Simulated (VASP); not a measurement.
# TlBr (Pm-3m) in VASP: notebook, part 2 of 3

VASP 6.6.1. Earlier steps stand in the parts before.

## Step 3: Single point, PBE (35.26 Å³/atom)

This run uses another cell than the first one, of 35.26 Å³/atom.

INCAR

```
SYSTEM = TlBr
ALGO     = Normal         ! electronic algorithm
EDIFF    = 1E-6           ! SCF threshold, eV
ENCUT    = 500            ! plane-wave cutoff, eV
GGA      = PE             ! functional
GGA_COMPAT= .False.      
ISIF     = 2              ! what is computed and relaxed
ISMEAR   = 0              ! smearing method
LASPH    = .True.         ! aspherical terms in the spheres
LCHARG   = .False.        ! write CHGCAR
LREAL    = .False.        ! projectors in reciprocal space
LWAVE    = .False.        ! write WAVECAR
NBANDS   = 17             ! bands
NELM     = 120            ! most SCF steps
PREC     = Accurate       ! precision mode
SIGMA    = 0.01           ! smearing width, eV
```

KPOINTS

```
k-points
0
Gamma
  6 6 6
  0 0 0
```

POSCAR

```
TlBr
1.0
    4.1316152700      0.0000000000      0.0000000000
    0.0000000000      4.1316152700      0.0000000000
    0.0000000000      0.0000000000      4.1316152700
Tl Br
1 1
Direct
    0.0000000000      0.0000000000      0.0000000000
    0.5000000000      0.5000000000      0.5000000000
```

Potentials or basis: VASP PAW PBE potentials, release 64 (Tl_d, Br).

Run with:

```sh
cat potpaw_PBE.64/Tl_d/POTCAR potpaw_PBE.64/Br/POTCAR > POTCAR
mpirun -np 1 vasp_std > vasp.out
```

OUTCAR:

```text
SYSTEM = TlBr
   EDIFF = 1E-6
   ENCUT = 500
   GGA = PE
   ISIF = 2
   ISMEAR = 0
   LASPH = .True.
   LREAL = .False.
   NELM = 120
   PREC = Accurate

 ion  position               nearest neighbor table
   1  0.000  0.000  0.000-
   2  0.500  0.500  0.500-

  LATTYP: Found a simple cubic cell.
 ALAT       =     4.1316152700

  Lattice vectors:

 A1 = (   4.1316152700,   0.0000000000,   0.0000000000)
[... 577 lines left out ...]
     17      16.6661      0.00000

------------------------ aborting loop because EDIFF is reached ----------------------------------------

  FORCE on cell =-STRESS in cart. coord.  units (eV):
  Direction    XX          YY          ZZ          XY          YZ          ZX
  --------------------------------------------------------------------------------------
  -------------------------------------------------------------------------------------
  Total       -0.4421255     -0.4421255     -0.4421255      0.0000000      0.0000000      0.0000000
  in kB      -10.0437650    -10.0437650    -10.0437650      0.0000000      0.0000000      0.0000000
  external PRESSURE =     -10.0437650 kB  Pullay stress =       0.0000000 kB

 VOLUME and BASIS-vectors are now :
 -----------------------------------------------------------------------------
  energy-cutoff  :      500.00
  volume of cell :       70.53
      direct lattice vectors                 reciprocal lattice vectors
     4.131615270  0.000000000  0.000000000     0.242036089  0.000000000  0.000000000
     0.000000000  4.131615270  0.000000000     0.000000000  0.242036089  0.000000000
     0.000000000  0.000000000  4.131615270     0.000000000  0.000000000  0.242036089

 POSITION                                       TOTAL-FORCE (eV/Angst)
 -----------------------------------------------------------------------------------
      0.00000      0.00000      0.00000         0.000000      0.000000      0.000000
      2.06581      2.06581      2.06581         0.000000      0.000000      0.000000
 -----------------------------------------------------------------------------------
    total drift:                               -0.000000     -0.000000     -0.000000

  FREE ENERGIE OF THE ION-ELECTRON SYSTEM (eV)
  ---------------------------------------------------
  free  energy   TOTEN  =        -5.5326421824 eV

  energy  without entropy=       -5.5326421824  energy(sigma->0) =       -5.53264218
```

OSZICAR:

```text
N       E                     dE             d eps       ncg     rms          rms(c)
DAV:   1     0.960562776824E+02    0.96056E+02   -0.93489E+03   688   0.974E+02
DAV:   2    -0.178714089225E+01   -0.97843E+02   -0.94768E+02   869   0.212E+02
DAV:   3    -0.585608322669E+01   -0.40689E+01   -0.40598E+01   732   0.379E+01
DAV:   4    -0.588203711894E+01   -0.25954E-01   -0.25952E-01   920   0.367E+00
DAV:   5    -0.588228010320E+01   -0.24298E-03   -0.24298E-03   787   0.334E-01    0.237E+00
DAV:   6    -0.556834459978E+01    0.31394E+00   -0.49431E-01   707   0.316E+00    0.134E+00
DAV:   7    -0.553235523858E+01    0.35989E-01   -0.15389E-01   733   0.158E+00    0.794E-01
DAV:   8    -0.553291360796E+01   -0.55837E-03   -0.22743E-02   737   0.893E-01    0.183E-01
DAV:   9    -0.553243930030E+01    0.47431E-03   -0.22931E-03   776   0.216E-01    0.968E-02
DAV:  10    -0.553264881947E+01   -0.20952E-03   -0.48723E-04   718   0.103E-01    0.404E-02
DAV:  11    -0.553264102434E+01    0.77951E-05   -0.35125E-05   830   0.339E-02    0.902E-03
DAV:  12    -0.553264203144E+01   -0.10071E-05   -0.20724E-06   743   0.787E-03    0.308E-03
DAV:  13    -0.553264218244E+01   -0.15099E-06   -0.19553E-07   503   0.274E-03
   1 F= -.55326422E+01 E0= -.55326422E+01  d E =-.194254E-65
```

stdout:

```text
POSCAR found type information on POSCAR TlBr
 POSCAR found :  2 types and       2 ions
 scaLAPACK will be used
 LDA part: xc-table for (Slater+PW92), standard interpolation
 POSCAR, INCAR and KPOINTS ok, starting setup
 FFT: planning ... GRIDC
 FFT: planning ... GRID_SOFT
 FFT: planning ... GRID
 WAVECAR not read
 entering main loop
```

Wall time 22 s (1 thread of AMD EPYC 7R43 (Zen 3), shared host); peak memory 0.14 GiB.

What came out:

```
Free energy            : -5.5326 eV
Pressure               : -1.0 GPa
Band gap on the k mesh : 2.13 eV
```

Caveat: spin-orbit coupling is left out, which moves the levels of the heavy elements.

## Step 4: Single point, r2SCAN (29.97 Å³/atom)

This run uses another cell than the first one, of 29.97 Å³/atom.

POSCAR

```
TlBr
1.0
    3.9133548281      0.0000000000      0.0000000000
    0.0000000000      3.9133548281      0.0000000000
    0.0000000000      0.0000000000      3.9133548281
Tl Br
1 1
Direct
    0.0000000000      0.0000000000      0.0000000000
    0.5000000000      0.5000000000      0.5000000000
```

INCAR.step1

```
PREC     = Accurate       # precision mode
ENCUT    = 550            # plane-wave cutoff, eV
ISMEAR   = 0              # smearing method
SIGMA    = 0.01           # smearing width, eV
LREAL    = False          # projectors in reciprocal space
LASPH    = True           # aspherical terms in the spheres
NELM     = 120            # most SCF steps
NBANDS   = 17             # bands
GGA      = PE             # functional
ALGO     = Normal         # electronic algorithm
EDIFF    = 1E-5           # SCF threshold, eV
LWAVE    = True           # write WAVECAR
LCHARG   = False          # write CHGCAR
GGA_COMPAT= False
```

INCAR.step2

```
PREC     = Accurate       # precision mode
ENCUT    = 550            # plane-wave cutoff, eV
EDIFF    = 1E-6           # SCF threshold, eV
ISMEAR   = 0              # smearing method
SIGMA    = 0.01           # smearing width, eV
LREAL    = False          # projectors in reciprocal space
LASPH    = True           # aspherical terms in the spheres
NELM     = 120            # most SCF steps
ALGO     = Normal         # electronic algorithm
ISIF     = 2              # what is computed and relaxed
LWAVE    = False          # write WAVECAR
LCHARG   = False          # write CHGCAR
METAGGA  = R2SCAN         # meta-GGA
LMIXTAU  = True         
NBANDS   = 17             # bands
ISTART   = 1            
GGA_COMPAT= False
```

KPOINTS

```
regular mesh
0
Gamma
  6 6 6
```

Potentials or basis: VASP PAW PBE potentials, release 64 (Tl_d, Br).

Run with:

```sh
cat potpaw_PBE.64/Tl_d/POTCAR potpaw_PBE.64/Br/POTCAR > POTCAR
cp INCAR.step1 INCAR
mpirun -np 1 vasp_std > vasp.out
cp INCAR.step2 INCAR
mpirun -np 1 vasp_std > vasp.out
```

OUTCAR:

```text
PREC = Accurate
   ENCUT = 550
   EDIFF = 1E-6
   ISMEAR = 0
   LREAL = False
   LASPH = True
   NELM = 120
   ISIF = 2
   METAGGA = R2SCAN
   ISTART = 1

 ion  position               nearest neighbor table
   1  0.000  0.000  0.000-   2 3.39   2 3.39   2 3.39   2 3.39   2 3.39   2 3.39   2 3.39   2 3.39

   2  0.500  0.500  0.500-   1 3.39   1 3.39   1 3.39   1 3.39   1 3.39   1 3.39   1 3.39   1 3.39

  LATTYP: Found a simple cubic cell.
 ALAT       =     3.9133548281

  Lattice vectors:

 A1 = (   3.9133548281,   0.0000000000,   0.0000000000)
 A2 = (   0.0000000000,   3.9133548281,   0.0000000000)
 A3 = (   0.0000000000,   0.0000000000,   3.9133548281)

Analysis of symmetry for initial positions (statically):
=====================================================================
 Subroutine PRICEL returns:
 Original cell was already a primitive cell.

 Routine SETGRP: Setting up the symmetry group for a
 simple cubic supercell.

 Subroutine GETGRP returns: Found 48 space group operations
 (whereof 48 operations were pure point group operations)
 out of a pool of 48 trial point group operations.

The static configuration has the point symmetry O_h .
[... 154 lines left out ...]

  energy without entropy =      -68.35980764  energy(sigma->0) =      -68.35980764

 E-fermi :   2.7218     XC(G=0):  -9.6815

 val. band max:        2.6607844821   @ k =   0.5000   0.0000   0.0000
 cond. band min:       4.8270393743   @ k =   0.5000   0.0000   0.0000
 fundamental gap:      2.1662548921
 Fermi energy:         2.7218235162

 k-point     1 :       0.0000    0.0000    0.0000
  band No.  band energies     occupation
      1     -11.9065      2.00000
      2      -7.9272      2.00000
      3      -7.9272      2.00000
      4      -7.7176      2.00000
      5      -7.7176      2.00000
      6      -7.7176      2.00000
[... 377 lines left out ...]
      4      -7.8807      2.00000
      5      -7.6567      2.00000
      6      -7.6567      2.00000
[... 9 lines left out ...]
     16      16.7215      0.00000
     17      20.3026      0.00000

------------------------ aborting loop because EDIFF is reached ----------------------------------------

  FORCE on cell =-STRESS in cart. coord.  units (eV):
  Direction    XX          YY          ZZ          XY          YZ          ZX
  --------------------------------------------------------------------------------------
  -------------------------------------------------------------------------------------
  Total        0.6753920      0.6753920      0.6753920      0.0000000      0.0000000     -0.0000000
  in kB       18.0558875     18.0558875     18.0558875      0.0000000      0.0000000     -0.0000000
  external PRESSURE =      18.0558875 kB  Pullay stress =       0.0000000 kB

 VOLUME and BASIS-vectors are now :
 -----------------------------------------------------------------------------
  energy-cutoff  :      550.00
  volume of cell :       59.93
      direct lattice vectors                 reciprocal lattice vectors
     3.913354828  0.000000000  0.000000000     0.255535223  0.000000000  0.000000000
     0.000000000  3.913354828  0.000000000     0.000000000  0.255535223  0.000000000
     0.000000000  0.000000000  3.913354828     0.000000000  0.000000000  0.255535223

 POSITION                                       TOTAL-FORCE (eV/Angst)
 -----------------------------------------------------------------------------------
      0.00000      0.00000      0.00000         0.000000      0.000000      0.000000
      1.95668      1.95668      1.95668         0.000000      0.000000      0.000000
 -----------------------------------------------------------------------------------
    total drift:                                0.000000     -0.000000     -0.000000

  FREE ENERGIE OF THE ION-ELECTRON SYSTEM (eV)
  ---------------------------------------------------
  free  energy   TOTEN  =       -68.3598076435 eV

  energy  without entropy=      -68.3598076435  energy(sigma->0) =      -68.35980764
```

OUTCAR.step1:

```text
PREC = Accurate
   ENCUT = 550
   ISMEAR = 0
   LREAL = False
   LASPH = True
[... 616 lines left out ...]
      0.00000      0.00000      0.00000         0.000000      0.000000      0.000000
      1.95668      1.95668      1.95668         0.000000      0.000000      0.000000
 -----------------------------------------------------------------------------------
    total drift:                                0.000000     -0.000000     -0.000000

  FREE ENERGIE OF THE ION-ELECTRON SYSTEM (eV)
  ---------------------------------------------------
  free  energy   TOTEN  =        -5.4940554837 eV

  energy  without entropy=       -5.4940554837  energy(sigma->0) =       -5.49405548
```

OSZICAR.step1:

```text
N       E                     dE             d eps       ncg     rms          rms(c)
DAV:   1     0.101433186944E+03    0.10143E+03   -0.10143E+04   696   0.108E+03
DAV:   2    -0.196195149655E+01   -0.10340E+03   -0.99382E+02   838   0.232E+02
DAV:   3    -0.570957238991E+01   -0.37476E+01   -0.37396E+01   807   0.386E+01
DAV:   4    -0.572994321071E+01   -0.20371E-01   -0.20369E-01   826   0.330E+00
DAV:   5    -0.573015886281E+01   -0.21565E-03   -0.21565E-03   846   0.324E-01    0.310E+00
DAV:   6    -0.551498008060E+01    0.21518E+00   -0.32908E-01   721   0.291E+00    0.181E+00
DAV:   7    -0.549354494777E+01    0.21435E-01   -0.10873E-01   764   0.147E+00    0.918E-01
DAV:   8    -0.549419337707E+01   -0.64843E-03   -0.14085E-02   782   0.775E-01    0.168E-01
DAV:   9    -0.549395465250E+01    0.23872E-03   -0.95352E-04   765   0.181E-01    0.636E-02
DAV:  10    -0.549405359322E+01   -0.98941E-04   -0.21494E-04   731   0.777E-02    0.167E-02
DAV:  11    -0.549405548369E+01   -0.18905E-05   -0.25495E-05   685   0.351E-02
   1 F= -.54940555E+01 E0= -.54940555E+01  d E =-.433748E-26
```

Run time: 94 s. Hardware: 1 thread of AMD EPYC 7R43 (Zen 3), shared host; peak memory 0.15 GiB.

Results:

| Item | Value |
| --- | --- |
| Free energy | -68.3598 eV |
| Pressure | 1.8 GPa |
| Band gap on the k mesh | 2.17 eV |

Levels at points of the mesh, in eV from the valence-band top:
```tsv
k point	band 8	band 9	band 10	band 11	band 12	band 13
(0.00, 0.00, 0.00)	-1.61	-1.61	-1.61	7.40	7.40	7.91
(0.50, 0.00, 0.00)	-1.06	-1.06	0.00	2.17	6.20	6.20
(0.50, 0.50, 0.00)	-3.36	-3.36	-0.98	5.32	5.32	8.03
(0.50, 0.50, 0.50)	-2.27	-2.27	-2.27	2.29	2.29	2.29
```

Caveat: the PAW data sets were made with another functional, which shifts forces and pressure a little; spin-orbit coupling is left out, which moves the levels of the heavy elements. A k mesh can miss the band edges.

(Continued in part 3 of 3.)
